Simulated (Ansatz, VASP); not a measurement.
This is a calculation of TaN for VASP 6.6.1.

POSCAR

```
TaN
1.0
    0.0000000000      2.2546932853      2.2546932853
    2.2546932853      0.0000000000      2.2546932853
    2.2546932853      2.2546932853      0.0000000000
Ta N
1 1
Direct
    0.5000000000      0.5000000000      0.5000000000
    0.0000000000      0.0000000000      0.0000000000
```

Contents of INCAR.step1:

```
SYSTEM = TaN
ALGO     = Normal         ! electronic algorithm
EDIFF    = 1E-5           ! SCF threshold, eV
ENCUT    = 520            ! plane-wave cutoff, eV
GGA      = PE             ! functional
ISIF     = 2              ! what is computed and relaxed
ISMEAR   = -1             ! smearing method
LASPH    = .TRUE.         ! aspherical terms in the spheres
LREAL    = .FALSE.        ! projectors in reciprocal space
LWAVE    = .TRUE.         ! write WAVECAR
NBANDS   = 15             ! bands
NELM     = 80             ! most SCF steps
PREC     = Accurate       ! precision mode
SIGMA    = 0.05           ! smearing width, eV
```

Contents of INCAR.step2:

```
SYSTEM = TaN
AEXX     = 0.25           ! exact-exchange fraction
ALGO     = Normal         ! electronic algorithm
EDIFF    = 1E-6           ! SCF threshold, eV
ENCUT    = 520            ! plane-wave cutoff, eV
GGA      = PE             ! functional
ISIF     = 2              ! what is computed and relaxed
ISMEAR   = -1             ! smearing method
ISTART   = 1            
LASPH    = .TRUE.         ! aspherical terms in the spheres
LCHARG   = .TRUE.         ! write CHGCAR
LELF     = .TRUE.         ! ELF
LHFCALC  = .TRUE.         ! exact exchange
LREAL    = .FALSE.        ! projectors in reciprocal space
LVHAR    = .TRUE.       
LWAVE    = .FALSE.        ! write WAVECAR
NBANDS   = 15             ! bands
NELM     = 80             ! most SCF steps
PREC     = Accurate       ! precision mode
PRECFOCK = Normal       
SIGMA    = 0.05           ! smearing width, eV
```

The input KPOINTS:

```
k-points
0
G
  6 6 6
  0 0 0
```

Potentials or basis: VASP PAW PBE potentials, release 64 (Ta_pv, N).

Launch:

```bash
$ cat potpaw_PBE.64/Ta_pv/POTCAR potpaw_PBE.64/N/POTCAR > POTCAR
$ cp INCAR.step1 INCAR
$ mpirun -np 1 vasp_std > vasp.out
$ cp INCAR.step2 INCAR
$ mpirun -np 1 vasp_std > vasp.out
```

Q: Set up the same calculation for Ansatz 0.2.0. Potentials there: Ansatz PAW.

A: As run (the cutoff follows the program's own potentials):

File input.yaml:

```yaml
crystal:
  lattice:
    - [0.0, 2.2546932853, 2.2546932853]
    - [2.2546932853, 0.0, 2.2546932853]
    - [2.2546932853, 2.2546932853, 0.0]
  atoms:
    - { symbol: Ta, position: [0.5, 0.5, 0.5] }
    - { symbol: "N", position: [0.0, 0.0, 0.0] }
hamiltonian:
  xc: pbe0
  pseudopotentials: { kind: paw }
kpoints:
  mp_grid: { grid: [6, 6, 6] }
scf:
  occupations: { method: fermi_dirac, width: 0.05 }
output:
  forces: true
  stress: true
  eigenvalues: true
```

Potentials or basis: Ansatz PAW.

Command:

```console
$ ansatz run input.yaml --threads 2 --pin off --max-ram 5632MiB --backend cpu --events-out ev --progress --plain --runs-dir out
```

Both were run:

|  | VASP | Ansatz | Ansatz less VASP |
| --- | --- | --- | --- |
| gap on the k mesh at the Fermi level (eV) | none | none | - |
| pressure (GPa) | -26.3 | -25.9 | +0.42 |

A gap of «none» marks a metal or a gap that the smearing closes. VASP's potentials hold 16 valence electrons a cell and Ansatz's 18, so a difference there can come from the potentials and not from the codes.

The k mesh is coarse, so the values compare programs but aren't converged. Neither program's run includes spin-orbit coupling.
